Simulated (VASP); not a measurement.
Set up this calculation in VASP 6.6.1, as the native input.

- Task: single point
- Functional: PBE
- Potentials or basis: VASP PAW PBE potentials, release 64 (Ta_sv_GW, N)
- Cutoff: 700 eV
- k mesh: 10 × 10 × 10
- Occupations: fermi-dirac, width 0.05 eV
- Spin: no spin polarisation
- Dipole correction: no
- Further INCAR settings: ALGO = Normal; EDIFF = 1e-06; NBANDS = 16

The structure of TaN lies in POSCAR:

```
TaN
1.0
    0.0000000000      2.1643766995      2.1643766995
    2.1643766995      0.0000000000      2.1643766995
    2.1643766995      2.1643766995      0.0000000000
Ta N
1 1
Direct
    0.5000000000      0.5000000000      0.5000000000
    0.0000000000      0.0000000000      0.0000000000
```

These files were run (other wordings do the same):

INCAR

```
SYSTEM = TaN
PREC = Accurate ; ENCUT = 700
EDIFF = 1E-6 ; ISMEAR = -1
SIGMA = 0.05 ; LREAL = .False.
LASPH = .True. ; NELM = 120
ALGO = Normal ; ISIF = 2
LWAVE = .False. ; LCHARG = .True.
GGA = PE ; LELF = .True.
LVHAR = .True. ; NBANDS = 16
GGA_COMPAT = .False.
```

KPOINTS

```
regular mesh
0
Gamma
  10 10 10
  0 0 0
```

Potentials or basis: VASP PAW PBE potentials, release 64 (Ta_sv_GW, N).

Run with:

```sh
$ cat potpaw_PBE.64/Ta_sv_GW/POTCAR potpaw_PBE.64/N/POTCAR > POTCAR
$ mpirun -np 1 vasp_std > vasp.out
```

It gave:

- Pressure: 22.8 GPa
- Band gap on the k mesh: zero (bands 9 and 10 overlap by 4.30 eV)

Caveat: the cell stands under pressure; spin-orbit coupling is left out, which moves the levels of the heavy elements.

It took 17 s on 1 thread of AMD EPYC 9R45 96-Core Processor (Zen 5) (shared host), peak memory 0.15 GiB.
